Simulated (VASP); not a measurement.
Here is a VASP 6.6.1 calculation.

File INCAR:

```
SYSTEM = AlRu
PREC = Accurate
ENCUT = 520
EDIFF = 1E-6
ISMEAR = -1
SIGMA = 0.1
LREAL = .False.
LASPH = .True.
NELM = 100
ALGO = Normal
ISIF = 2
LWAVE = .False.
LCHARG = .False.
GGA = PE
NBANDS = 16
```

File KPOINTS:

```
regular mesh
0
Gamma
  13 13 13
  0 0 0
```

POSCAR

```
AlRu
1.0
    2.7891262426      0.0000000000      0.0000000000
    0.0000000000      2.7891262426      0.0000000000
    0.0000000000      0.0000000000      2.7891262426
Ru Al
1 1
Direct
    0.0000000000      0.0000000000      0.0000000000
    0.5000000000      0.5000000000      0.5000000000
```

Potentials or basis: VASP PAW PBE potentials, release 64 (Ru_pv, Al).

The run is started by

```sh
$ cat potpaw_PBE.64/Ru_pv/POTCAR potpaw_PBE.64/Al/POTCAR > POTCAR
$ mpirun -np 1 vasp_std > vasp.out
```

Predict the pressure.

73.9 GPa.
